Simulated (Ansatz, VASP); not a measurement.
# Si2C3 in VASP and in Ansatz

```
Si C
1.0
     3.08138    0.00000    0.00000
    -1.54069    2.66855    0.00000
     0.00000    0.00000    9.11866
Si C
2 3
Direct
  0.66667 0.33333 0.50000
  0.33333 0.66667 0.00000
  0.00000 0.00000 0.58468
  0.00000 0.00000 0.41532
  0.66667 0.33333 0.00000
```

Change from the starting cell: species swapped into the Fe3Ge2 type (P-6m2, No. 187).

Alike in both runs: task relaxation of cell and atoms; functional PBE; k mesh 12 × 12 × 4; occupations gaussian, width 0.1 eV; no spin polarisation.

|  | VASP | Ansatz |
| --- | --- | --- |
| version | VASP 6.6.1 | Ansatz 0.2.0 |
| potentials or method | VASP PAW PBE potentials, release 64 (Si, C), cutoff 600 eV | scalar-relativistic, plane waves, PAW |
| valence electrons in the cell | 20 | 20 |

|  | VASP | Ansatz | Ansatz less VASP |
| --- | --- | --- | --- |
| gap on the k mesh at the Fermi level, each at its own relaxed structure (eV) | none | none | - |
| relaxed volume (Å³/atom) | 14.98 | 15.51 | +0.522 |
| relaxed cell length with the largest relative difference (Å) | 9.124 | 9.431 | +0.3066 |

A gap of «none» marks a metal or a gap that the smearing closes.
